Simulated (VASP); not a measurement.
The system is C.

```
C
1.0
     4.25517    0.00000    0.00000
     0.00000    4.25517    0.00000
     0.00000    0.00000    1.28229
C
1
Direct
  0.50000 0.50000 0.50000
```

- Program: VASP 6.6.1
- Task: relaxation of cell and atoms
- Functional: PBE0
- Potentials or basis: VASP PAW PBE potentials, release 64 (C)
- Cutoff: 600 eV
- k mesh: 3 × 3 × 10
- Occupations: fermi-dirac, width 0.05 eV
- Spin: no spin polarisation

At the start: pressure -3.1 GPa; volume 23.22 Å³/atom.

**Question.** How do energy, volume and symmetry change on relaxing?

**Answer.** Over 13 steps the energy falls by 8.1 meV/atom and the volume is 20.43 Å³/atom (-12.0 %); space group P4/mmm (No. 123, to 0.1 Å) before and after.

Step by step:
| step | energy change (eV) | largest force (eV/Å) | pressure (GPa) | volume (Å³) |
| --- | --- | --- | --- | --- |
| 1 | 0.0000 | 0.0000 | -3.10 | 23.22 |
| 2 | 0.2101 | 0.0000 | 19.84 | 21.71 |
| 3 | -0.0066 | 0.0000 | -0.35 | 23.00 |
| 4 | -0.0067 | 0.0000 | -0.12 | 22.98 |
| 5 | -0.0067 | 0.0000 | -0.05 | 22.98 |
| 6 | -0.0067 | 0.0000 | -0.08 | 22.95 |
| 7 | -0.0068 | 0.0000 | -0.07 | 22.86 |
| 8 | -0.0069 | 0.0000 | -0.08 | 22.70 |
| 9 | -0.0072 | 0.0000 | -0.07 | 22.37 |
| 10 | -0.0077 | 0.0000 | -0.07 | 21.71 |
| 11 | -0.0081 | 0.0000 | -0.04 | 20.44 |
| 12 | -0.0013 | 0.0000 | 3.62 | 19.97 |
| 13 | -0.0081 | 0.0000 | 0.01 | 20.43 |

Final structure:
```
C
1.0
     4.01228    0.00000    0.00000
     0.00000    4.01228    0.00000
     0.00000    0.00000    1.26915
C
1
Cartesian
  2.0061 2.0061 0.6346
```

Caveat: the k points lie up to 0.52 Å⁻¹ apart in the final cell, too coarse for converged energies and pressures of a metal; the PAW data sets were made with another functional, which shifts forces and pressure a little.
